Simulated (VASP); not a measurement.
Write the native input for VASP 6.6.1 that does the following.

- Task: single point
- Functional: PBE
- Potentials or basis: VASP PAW PBE potentials, release 64 (Li_sv, Mo_sv, As)
- Cutoff: 520 eV
- k mesh: 6 × 6 × 6
- Occupations: gaussian, width 0.1 eV
- Spin: no spin polarisation
- Dipole correction: no
- Further INCAR settings: ALGO = Normal; EDIFF = 1e-07; NBANDS = 27

The structure of Li4MoAs2 lies in POSCAR:

```
Li4MoAs2
1.0
   -1.9706012064      1.9706012064      6.4269196584
    1.9706012064     -1.9706012064      6.4269196584
    1.9706012064      1.9706012064     -6.4269196584
Li Mo As
4 1 2
Direct
    0.5000000000      0.0000000000      0.5000000000
    0.0000000000      0.5000000000      0.5000000000
    0.1533100000      0.1533100000      0.0000000000
    0.8466900000      0.8466900000      0.0000000000
    0.0000000000      0.0000000000      0.0000000000
    0.3537700000      0.3537700000      0.0000000000
    0.6462300000      0.6462300000      0.0000000000
```

One way to write it, as run:

INCAR

```
  ALGO = Normal
  EDIFF = 1E-7
  ENCUT = 520
  GGA = PE
  ISIF = 2
  ISMEAR = 0
  LASPH = T
  LCHARG = T
  LELF = T
  LREAL = F
  LVHAR = T
  LWAVE = F
  NBANDS = 27
  NELM = 100
  PREC = Accurate
  SIGMA = 0.1
```

KPOINTS

```
k-points
0
Gamma
  6 6 6
```

Potentials or basis: VASP PAW PBE potentials, release 64 (Li_sv, Mo_sv, As).

Command:

```bash
$ cat potpaw_PBE.64/Li_sv/POTCAR potpaw_PBE.64/Mo_sv/POTCAR potpaw_PBE.64/As/POTCAR > POTCAR
$ mpirun -np 1 vasp_std > vasp.out
```

It gave:

```json
{
  "Largest force": "4.506 eV/Å",
  "Band gap on the k mesh": "zero (band 18 reaches 5.21 eV, above the bottom of band 19 at 4.92 eV)"
}
```

Caveat: the k points lie up to 0.38 Å⁻¹ apart; forces of over 1 eV/Å act on the atoms, so gaps and moduli don't describe the material at rest.

Run time: 4 min on 1 thread of Intel(R) Xeon(R) Platinum 8488C (Sapphire Rapids), with other jobs on the host, peak memory 0.42 GiB.
